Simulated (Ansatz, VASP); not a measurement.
## Ca in VASP and in Ansatz

```xyz
1
Lattice="0.0000 2.7835 2.7835 2.7835 0.0000 2.7835 2.7835 2.7835 0.0000" Properties=species:S:1:pos:R:3 pbc="T T T"
Ca    0.0000    0.0000    0.0000
```

Alike in both runs: task single point; functional r2SCAN; k mesh 10 × 10 × 10; occupations fermi-dirac, width 0.03 eV; no spin polarisation.

|  | VASP | Ansatz |
| --- | --- | --- |
| version | VASP 6.6.1 | Ansatz 0.2.0 |
| potentials or method | VASP PAW PBE potentials, release 64 (Ca_sv), cutoff 520 eV | plane waves (500 eV) with PAW, scalar-relativistic |
| valence electrons in the cell | 10 | 10 |

```csv
,VASP,Ansatz,Ansatz less VASP
pressure (GPa),0.0,0.0,-0.05
```

VASP's potentials were made for PBE, not for r2SCAN. The functional is the same, so the differences come from potentials, cutoffs and numerics.
